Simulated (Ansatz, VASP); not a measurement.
Li2S in VASP and in Ansatz

```
Li S
1.0
     0.00000    2.78680    2.78680
     2.78680    0.00000    2.78680
     2.78680    2.78680    0.00000
Li S
2 1
Direct
  0.25000 0.25000 0.25000
  0.75000 0.75000 0.75000
  0.00000 0.00000 0.00000
```

Alike in both runs: task single point; functional revPBE; dispersion D3(BJ); k mesh 8 × 8 × 8; occupations gaussian, width 0.05 eV; no spin polarisation.

|  | VASP | Ansatz |
| --- | --- | --- |
| version | VASP 6.6.1 | Ansatz 0.2.0 |
| potentials or method | VASP PAW PBE potentials, release 64 (Li_sv, S), cutoff 750 eV | scalar-relativistic, plane waves, PAW |
| valence electrons in the cell | 12 | 12 |

|  | VASP | Ansatz | Ansatz less VASP |
| --- | --- | --- | --- |
| gap on the k mesh at the Fermi level (eV) | 3.45 | 3.46 | +0.004 |
| least direct gap on the mesh (eV) | 4.75 | 4.74 | -0.002 |
| pressure (GPa) | -2.0 | -1.8 | +0.17 |

VASP's potentials were made for PBE, not for revPBE.
